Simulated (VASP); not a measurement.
# CuSi16 (a cell with a defect) in VASP: further runs

Runs on CuSi16 (a cell with a defect). Level: PBE. Tasks: single point.

Program: VASP 6.6.1. These are calculated values, not measurements. Logs are shortened: lines on timing, memory, paths and dates and some standing lists are left out, and cuts for length are marked.

**1. The cell of the first run**

The cell holds a defect, 17 atoms: a = 7.679 Å, b = 7.679 Å, c = 7.679 Å, α = 60.00°, β = 60.00°, γ = 60.00°.

**2. Single point, PBE**

INCAR reads:

```
SYSTEM = CuSi16
  ALGO = Normal
  EDIFF = 1E-6
  ENCUT = 520
  GGA = PE
  ISIF = 2
  ISMEAR = -1
  LASPH = .TRUE.
  LCHARG = .TRUE.
  LELF = .TRUE.
  LREAL = Auto
  LVHAR = .TRUE.
  LWAVE = .FALSE.
  NBANDS = 52
  NELECT = 74.0
  NELM = 80
  PREC = Accurate
  SIGMA = 0.05
```

KPOINTS reads:

```
k-points
0
G
  2 2 2
  0 0 0
```

POSCAR reads:

```
CuSi16
1.0
    0.0000000000      5.4300000000      5.4300000000
    5.4300000000      0.0000000000      5.4300000000
    5.4300000000      5.4300000000      0.0000000000
Si Cu
16 1
Direct
    0.0106060773      0.0064274401     -0.0239165746
    0.1196478821      0.1236755064      0.1214511971
    0.0033965930     -0.0004604972      0.4935407919
    0.1339534070      0.1304587477      0.6049176796
   -0.0246867403      0.5083408840      0.0074383057
    0.1196462247      0.6347464088      0.1212815838
    0.0034579190      0.5033302947      0.4933732044
    0.1130784530      0.6267254144      0.6331609576
    0.5075651013     -0.0158181400      0.0018234807
    0.6374489871      0.1220025783      0.1179009208
    0.5074661142      0.0009749540      0.4903640884
    0.6298079190      0.1139668508      0.6278891344
    0.5075510129      0.5058587477      0.0015911602
    0.6051095764      0.6157377532      0.1625342541
    0.4891200737      0.4880845304      0.5343731123
    0.6298617864      0.6280978821      0.6276767035
    0.3412019337      0.3485547882      0.9608890424
```

Potentials or basis: VASP PAW PBE potentials, release 64 (Si, Cu).

Command:

```
$ cat potpaw_PBE.64/Si/POTCAR potpaw_PBE.64/Cu/POTCAR > POTCAR
$ mpirun -np 1 vasp_std > vasp.out
```

OUTCAR:

```text
SYSTEM = CuSi16
   EDIFF = 1E-6
   ENCUT = 520
   GGA = PE
   ISIF = 2
   ISMEAR = -1
   LASPH = .TRUE.
   LREAL = Auto
   NELECT = 74.0
   NELM = 80
   PREC = Accurate

 ion  position               nearest neighbor table
   1  0.011  0.006  0.976-   4 2.33   2 2.33   6 2.33  10 2.34
   2  0.120  0.124  0.121-   3 2.33   1 2.33   5 2.41   9 2.43  17 2.47
   3  0.003  1.000  0.494-   2 2.33   4 2.34   8 2.34  12 2.34
   4  0.134  0.130  0.605-   1 2.33   3 2.34   7 2.34  11 2.34
   5  0.975  0.508  0.007-  14 2.33  17 2.35   8 2.35   6 2.41   2 2.41
   6  0.120  0.635  0.121-   7 2.33   1 2.33   5 2.41  13 2.43  17 2.47
   7  0.003  0.503  0.493-   6 2.33   4 2.34   8 2.34  16 2.34
   8  0.113  0.627  0.633-   7 2.34   3 2.34   5 2.35  15 2.36
   9  0.508  0.984  0.002-  14 2.32  12 2.34  17 2.35  10 2.41   2 2.43
  10  0.637  0.122  0.118-  11 2.34   1 2.34   9 2.41  13 2.41  17 2.52
  11  0.507  0.001  0.490-  10 2.34  12 2.34  16 2.34   4 2.34
  12  0.630  0.114  0.628-  11 2.34   3 2.34   9 2.34  15 2.35
  13  0.508  0.506  0.002-  14 2.32  16 2.34  17 2.35  10 2.41   6 2.43
  14  0.605  0.616  0.163-  13 2.32   9 2.32   5 2.33  15 2.33
  15  0.489  0.488  0.534-  14 2.33  16 2.35  12 2.35   8 2.36  17 2.67
  16  0.630  0.628  0.628-  11 2.34   7 2.34  13 2.34  15 2.35
  17  0.341  0.349  0.961-   9 2.35  13 2.35   5 2.35   2 2.47   6 2.47  10 2.52  15 2.67

  LATTYP: Found a face centered cubic cell.
 ALAT       =    10.8600000000

  Lattice vectors:

 A1 = (   0.0000000000,   5.4300000000,   5.4300000000)
 A2 = (   5.4300000000,   0.0000000000,   5.4300000000)
 A3 = (   5.4300000000,   5.4300000000,   0.0000000000)

Analysis of symmetry for initial positions (statically):
=====================================================================
 Subroutine PRICEL returns:
 Original cell was already a primitive cell.

 Routine SETGRP: Setting up the symmetry group for a
 face centered cubic supercell.

 Subroutine GETGRP returns: Found  1 space group operations
 (whereof  1 operations were pure point group operations)
 out of a pool of 48 trial point group operations.

The static configuration has the point symmetry C_1 .

Analysis of symmetry for dynamics (positions and initial velocities):
=====================================================================
 Subroutine PRICEL returns:
 Original cell was already a primitive cell.

 Routine SETGRP: Setting up the symmetry group for a
 face centered cubic supercell.

 Subroutine GETGRP returns: Found  1 space group operations
 (whereof  1 operations were pure point group operations)
 out of a pool of 48 trial point group operations.

The dynamic configuration has the point symmetry C_1 .

 Subroutine INISYM returns: Found  1 space group operations
 (whereof  1 operations are pure point group operations),
 and found     1 'primitive' translations

----------------------------------------------------------------------------------------

                                     Primitive cell

  volume of cell :     320.2060

  direct lattice vectors                    reciprocal lattice vectors
     0.000000000  5.430000000  5.430000000    -0.092081031  0.092081031  0.092081031
     5.430000000  0.000000000  5.430000000     0.092081031 -0.092081031  0.092081031
     5.430000000  5.430000000  0.000000000     0.092081031  0.092081031 -0.092081031

  length of vectors
     7.679179644  7.679179644  7.679179644     0.159489025  0.159489025  0.159489025

  position of ions in fractional coordinates (direct lattice)
     0.010606077  0.006427440  0.976083425
     0.119647882  0.123675506  0.121451197
     0.003396593  0.999539503  0.493540792
     0.133953407  0.130458748  0.604917680
     0.975313260  0.508340884  0.007438306
     0.119646225  0.634746409  0.121281584
[... 9 lines left out ...]
     0.629861786  0.628097882  0.627676704
     0.341201934  0.348554788  0.960889042

  ion indices of the primitive-cell ions
   primitive index   ion index
                 1           1
                 2           2
[... 49 lines left out ...]
 non-spin polarized calculation
  energy-cutoff  :      520.00
  volume of cell :      320.21
 maximum number of plane-waves:      8646
 NGX is ok and might be reduce to    60
   NGX = 29   NGY = 29   NGZ = 29

 number of electron      74.0000001 magnetization

 Free energy of the ion-electron system (eV)
  ---------------------------------------------------
  ext. energy  EPLUGINS =         0.00000000
  ---------------------------------------------------
  free energy    TOTEN  =       -94.22989674 eV

  energy without entropy =      -94.21319337  energy(sigma->0) =      -94.22154506

 E-fermi :   6.4025     XC(G=0):  -9.6096

 val. band max:        6.3574175035   @ k =   0.0000   0.0000   0.0000
 cond. band min:       6.4422112853   @ k =   0.0000   0.0000   0.0000
 fundamental gap:      0.0847937817
 Fermi energy:         6.4024880205

 k-point     1 :       0.0000    0.0000    0.0000
  band No.  band energies     occupation
      1      -5.8951      2.00000
      2      -3.5322      2.00000
      3      -3.5075      2.00000
      4      -3.4940      2.00000
      5      -3.4681      2.00000
      6      -2.0077      2.00000
[... 41 lines left out ...]
     48       8.4900      0.00000
     49       8.5490      0.00000

 k-point     2 :       0.5000    0.0000    0.0000
  band No.  band energies     occupation
      1      -5.1930      2.00000
      2      -4.9753      2.00000
      3      -3.3124      2.00000
      4      -3.2277      2.00000
      5      -3.1488      2.00000
      6      -3.0355      2.00000
[... 41 lines left out ...]
     48       9.8112      0.00000
     49       9.9103      0.00000

 k-point     3 :       0.0000    0.5000    0.0000
  band No.  band energies     occupation
      1      -5.1975      2.00000
      2      -4.9670      2.00000
      3      -3.3076      2.00000
      4      -3.2455      2.00000
      5      -3.1518      2.00000
      6      -3.0374      2.00000
[... 249 lines left out ...]
     48      10.4720      0.00000
     49      10.4825      0.00000

 k-point     8 :       0.5000    0.0000    0.5000
  band No.  band energies     occupation
      1      -4.9308      2.00000
      2      -4.7194      2.00000
      3      -3.8837      2.00000
      4      -3.7661      2.00000
      5      -3.7575      2.00000
      6      -3.7326      2.00000
[... 41 lines left out ...]
     48      10.4660      0.00000
     49      10.4799      0.00000
 [bands above 49 left out]

------------------------ aborting loop because EDIFF is reached ----------------------------------------

  FORCE on cell =-STRESS in cart. coord.  units (eV):
  Direction    XX          YY          ZZ          XY          YZ          ZX
  --------------------------------------------------------------------------------------
  -------------------------------------------------------------------------------------
  Total       -1.4079629     -1.7025556     -1.3965002     -0.0823921      0.0841893      0.3663064
  in kB       -7.0448591     -8.5188781     -6.9875044     -0.4122556      0.4212481      1.8328442
  external PRESSURE =      -7.5170806 kB  Pullay stress =       0.0000000 kB

 VOLUME and BASIS-vectors are now :
 -----------------------------------------------------------------------------
  energy-cutoff  :      520.00
  volume of cell :      320.21
      direct lattice vectors                 reciprocal lattice vectors
     0.000000000  5.430000000  5.430000000    -0.092081031  0.092081031  0.092081031
     5.430000000  0.000000000  5.430000000     0.092081031 -0.092081031  0.092081031
     5.430000000  5.430000000  0.000000000     0.092081031  0.092081031 -0.092081031

 POSITION                                       TOTAL-FORCE (eV/Angst)
 -----------------------------------------------------------------------------------
      5.33503      5.35772      0.09249         0.005720     -0.009933     -0.005200
      1.33104      1.30917      1.32125        -0.008187     -0.001464     -0.003066
      8.10743      2.69837      5.44594        -0.002142     -0.010044     -0.001114
      3.99309      4.01207      1.43576         0.002533     -0.003453     -0.004172
      2.80068      5.33634      8.05624        -0.003956      0.007525      0.006527
      4.10523      1.30824      4.09635         0.002967      0.000093      0.008480
[... 9 lines left out ...]
      6.81886      6.82843      6.83072         0.004681      0.004589     -0.003469
      7.11028      7.07035      3.74538        -0.014979     -0.005203      0.016437
 -----------------------------------------------------------------------------------
    total drift:                                0.003752     -0.001005      0.002662

  FREE ENERGIE OF THE ION-ELECTRON SYSTEM (eV)
  ---------------------------------------------------
  free  energy   TOTEN  =       -94.2298967444 eV

  energy  without entropy=      -94.2131933702  energy(sigma->0) =      -94.22154506
```

It took 8.3 min on 1 thread of Intel Xeon 8259CL, shared host; peak memory 0.46 GiB.

Results:

```
Free energy   : -94.2299 eV
Largest force : 0.023 eV/Å
```

Forces on the atoms (eV/Å):
```
Si   0.006 -0.010 -0.005
Si  -0.008 -0.001 -0.003
Si  -0.002 -0.010 -0.001
Si   0.003 -0.003 -0.004
Si  -0.004  0.008  0.007
Si   0.003  0.000  0.008
Si   0.001 -0.009  0.000
Si  -0.006 -0.003  0.004
Si  -0.003  0.008 -0.015
Si   0.006  0.004 -0.005
Si   0.003 -0.005 -0.004
Si   0.003  0.004 -0.005
Si   0.015  0.008  0.002
Si  -0.004  0.013  0.006
Si  -0.002 -0.003  0.002
Si   0.005  0.005 -0.003
Cu  -0.015 -0.005  0.016
```

Levels at points of the mesh, in eV from the Fermi level:
```tsv
k point	band 34	band 35	band 36	band 37	band 38	band 39	band 40	band 41
(0.00, 0.00, 0.00)	-1.03	-0.63	-0.19	-0.05	0.04	0.39	0.59	0.61
(0.50, 0.00, 0.00)	-0.94	-0.88	-0.88	-0.79	0.51	1.15	1.24	1.32
(0.00, 0.50, 0.00)	-0.94	-0.90	-0.86	-0.76	0.55	1.12	1.25	1.31
(0.00, 0.00, 0.50)	-0.91	-0.90	-0.62	-0.54	0.52	1.00	1.34	1.38
(0.50, 0.50, 0.50)	-0.94	-0.90	-0.86	-0.75	0.55	1.12	1.25	1.31
(0.50, 0.50, 0.00)	-1.53	-1.47	-1.43	-1.09	0.66	0.99	1.94	2.06
(0.00, 0.50, 0.50)	-1.53	-1.47	-1.43	-1.09	0.66	0.99	1.94	2.06
(0.50, 0.00, 0.50)	-1.52	-1.49	-1.42	-1.12	0.67	0.98	1.95	2.05
```

Caveat: the k points lie up to 0.50 Å⁻¹ apart; the cell carries a net charge on a neutralising background, which shifts energy and pressure; the cell is charged against a uniform background, so pressure and absolute levels hang on convention.

(Continued in part 2 of 2.)
